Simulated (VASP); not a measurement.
# Ge: relaxation of cell and atoms with r2SCAN

Crystal: Ge.

```xyz
4
Lattice="4.0584 0.0000 0.0000 -2.0292 3.5147 0.0000 0.0000 0.0000 6.6930" Properties=species:S:1:pos:R:3 pbc="T T T"
Ge    0.0000    2.3431    0.0021
Ge    2.0292    1.1716    3.3486
Ge    0.0000    2.3431    2.5077
Ge    2.0292    1.1716    5.8542
```

| Item | Value |
| --- | --- |
| Program | VASP 6.6.1 |
| Task | relaxation of cell and atoms |
| Functional | r2SCAN |
| Potentials or basis | VASP PAW PBE potentials, release 64 (Ge_d) |
| Cutoff | 600 eV |
| k mesh | 6 × 6 × 4 |
| Occupations | fermi-dirac, width 0.02 eV |
| Spin | no spin polarisation |
| Dipole correction | no |
| Further INCAR settings | ALGO = Normal; EDIFF = 1e-06; IBRION = 2; EDIFFG = -0.005; NSW = 80; ISIF = 3 |

The relaxed volume is 22.83 Å³/atom. The relaxed cell is a = 3.999 Å, b = 3.999 Å, c = 6.593 Å, α = 90.00°, β = 90.00°, γ = 120.00°, the space group after relaxing (to 0.05 Å) is P6_3/mmc (No. 194) and the energy gained by relaxing is 9.1 meV/atom. The ionic steps are 13 and the pressure after relaxing is 0.0 GPa. The band gap on the k mesh is 0.05 eV, direct.

Forces in eV/Å, atoms in the order of the input:
```
Ge   0.000  0.000  0.002
Ge   0.000  0.000  0.002
Ge   0.000  0.000 -0.002
Ge   0.000  0.000 -0.002
```

Step by step:
```
step  energy change (eV)  largest force (eV/Å)  pressure (GPa)  volume (Å³)
   1              0.0000                0.0101           -2.63        95.47
   2             -0.0329                0.0134            0.99        90.15
   3             -0.0364                0.0120            0.00        91.33
   4             -0.0363                0.0117           -0.05        91.42
   5             -0.0363                0.0081           -0.05        91.41
   6             -0.0364                0.0007           -0.08        91.41
   7             -0.0364                0.0044           -0.01        91.32
   8             -0.0364                0.0070            0.12        91.32
   9             -0.0364                0.0045           -0.02        91.32
  10             -0.0364                0.0060           -0.02        91.32
  11             -0.0364                0.0002            0.12        91.30
  12             -0.0364                0.0024            0.08        91.31
  13             -0.0364                0.0024            0.00        91.31
```

Final structure:
```xyz
4
Lattice="3.9991 0.0000 0.0000 -1.9996 3.4633 0.0000 0.0000 0.0000 6.5929" Properties=species:S:1:pos:R:3 pbc="T T T"
Ge    0.0000    2.3089    0.0021
Ge    1.9996    1.1544    3.2985
Ge    0.0000    2.3089    2.4703
Ge    1.9996    1.1544    5.7667
```

Levels at points of the mesh, in eV from the valence-band top:
| k point | band 24 | band 25 | band 26 | band 27 | band 28 | band 29 | band 30 | band 31 | band 32 | band 33 |
| --- | --- | --- | --- | --- | --- | --- | --- | --- | --- | --- |
| (0.00, 0.00, 0.00) | -1.69 | -1.69 | -0.28 | 0.00 | 0.00 | 0.05 | 0.25 | 2.29 | 2.29 | 2.81 |
| (0.50, 0.00, 0.00) | -7.08 | -4.86 | -3.34 | -3.01 | -1.64 | 0.62 | 1.83 | 3.73 | 3.84 | 4.49 |
| (0.00, 0.00, 0.50) | -5.04 | -1.03 | -1.03 | -1.03 | -1.03 | 0.84 | 0.84 | 3.46 | 3.46 | 3.46 |
| (0.50, 0.00, 0.50) | -8.26 | -2.77 | -2.77 | -2.65 | -2.65 | 0.63 | 0.63 | 2.27 | 2.27 | 6.36 |

Wall time 43 min on 1 thread of Oxide Virtual Turin-like Processor, with other jobs on the host, peak memory 0.24 GiB.

Caveat: the PAW data sets were made with another functional, which shifts forces and pressure a little. A k mesh can miss the band edges.
